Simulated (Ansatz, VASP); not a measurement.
Two plane-wave programs on TaC

Contents of INCAR:

```
SYSTEM = TaC
ALGO = Normal
EDIFF = 1E-7
EDIFFG = -0.01
ENCUT = 600
GGA = RE
GGA_COMPAT = .FALSE.
IBRION = 2
ISIF = 3
ISMEAR = -1
IVDW = 12
LASPH = .TRUE.
LCHARG = .FALSE.
LREAL = .FALSE.
LWAVE = .FALSE.
NELM = 120
NELMIN = 4
NSW = 80
PREC = Accurate
SIGMA = 0.1
```

The input KPOINTS:

```
k-points
0
G
  13 13 13
  0 0 0
```

POSCAR

```
TaC
1.0
    0.0000000000      2.2230000000      2.2230000000
    2.2230000000      0.0000000000      2.2230000000
    2.2230000000      2.2230000000      0.0000000000
Ta C
1 1
Direct
    0.0000000000      0.0000000000      0.0000000000
    0.5000000000      0.5000000000      0.5000000000
```

Input for Ansatz:

```yaml
crystal:
  lattice:
    - [0.0, 2.223, 2.223]
    - [2.223, 0.0, 2.223]
    - [2.223, 2.223, 0.0]
  atoms:
    - { symbol: Ta, position: [0.0, 0.0, 0.0] }
    - { symbol: C, position: [0.5, 0.5, 0.5] }
basis:
  ecutwfc: 470.0
kpoints:
  mp_grid:
    grid: [13, 13, 13]
hamiltonian:
  xc: revpbe
  dispersion: d3bj
scf:
  occupations:
    method: fermi_dirac
    width: 0.1
relax:
  cell: {}
```

Alike in both runs: task relaxation of cell and atoms; functional revPBE; dispersion D3(BJ); k mesh 13 × 13 × 13; occupations fermi-dirac, width 0.1 eV; no spin polarisation.

|  | VASP | Ansatz |
| --- | --- | --- |
| version | VASP 6.6.1 | Ansatz 0.2.0 |
| potentials or method | VASP PAW PBE potentials, release 64 (Ta_pv, C), cutoff 600 eV | plane waves, PAW |
| valence electrons in the cell | 15 | 17 |

|  | VASP | Ansatz | Ansatz less VASP |
| --- | --- | --- | --- |
| relaxed volume (Å³/atom) | 10.90 | 10.88 | -0.019 |
| relaxed length of the cell vector where the two differ most in proportion (Å) | 3.135 | 3.133 | -0.0019 |

VASP's potentials were made for PBE, not for revPBE. VASP's potentials hold 15 valence electrons a cell and Ansatz's 17, so a difference there can come from the potentials and not from the codes.

Spin-orbit coupling is off throughout.
